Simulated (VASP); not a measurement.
# Fe: single point with PBE

Fe:

```
Fe
1.0
     2.74674    0.00000    0.00000
     0.00000    2.74674    0.00000
     0.00000    0.00000    2.74674
Fe
2
Direct
  0.00000 0.00000 0.00000
  0.50000 0.50000 0.50000
```

This cell differs from its parent crystal: equal strain along all axes, cell held: -3.0 %.

```
Program             : VASP 6.6.1
Task                : single point
Functional          : PBE
Potentials or basis : VASP PAW PBE potentials, release 64 (Fe)
Cutoff              : 520 eV
k mesh              : 14 × 14 × 14
Occupations         : gaussian, width 0.1 eV
Spin                : collinear spin, ferromagnetic start
Starting moments    : [2.44, 2.44] μB
```

* Pressure: 21.9 GPa
* Net moment: 4.11 μB per cell
* Site moments: Fe +2.03 μB
* Valence electrons inside the program's atomic spheres: Fe 7.48

Levels at points of the mesh, in eV from the Fermi level:
Spin up:
```csv
k point,band 8,band 9,band 10,band 11,band 12,band 13
"(0.00, 0.00, 0.00)",-1.12,0.27,0.27,0.27,10.57,10.57
"(0.50, 0.00, 0.00)",-2.02,-1.16,-1.16,0.37,0.37,18.30
"(0.50, 0.50, 0.00)",-0.89,0.45,0.45,0.58,0.58,8.20
"(0.50, 0.50, 0.50)",-0.85,-0.85,-0.85,9.27,9.27,9.27
```
Spin down:
| k point | band 4 | band 5 | band 6 | band 7 | band 8 | band 9 |
| --- | --- | --- | --- | --- | --- | --- |
| (0.00, 0.00, 0.00) | -0.77 | -0.77 | -0.77 | 1.53 | 1.53 | 2.28 |
| (0.50, 0.00, 0.00) | -1.23 | -0.33 | -0.33 | -0.33 | -0.33 | 0.71 |
| (0.50, 0.50, 0.00) | -2.21 | 0.61 | 0.61 | 1.38 | 1.38 | 1.83 |
| (0.50, 0.50, 0.50) | -2.31 | -2.31 | -2.31 | 1.88 | 1.88 | 1.88 |

Wall time 27 s on 1 thread of Intel(R) Xeon(R) 6975P-C (Granite Rapids), on a shared host, peak memory 0.18 GiB.

Caveat: the cell differs from its parent crystal (equal strain along all axes, cell held: -3.0 %).
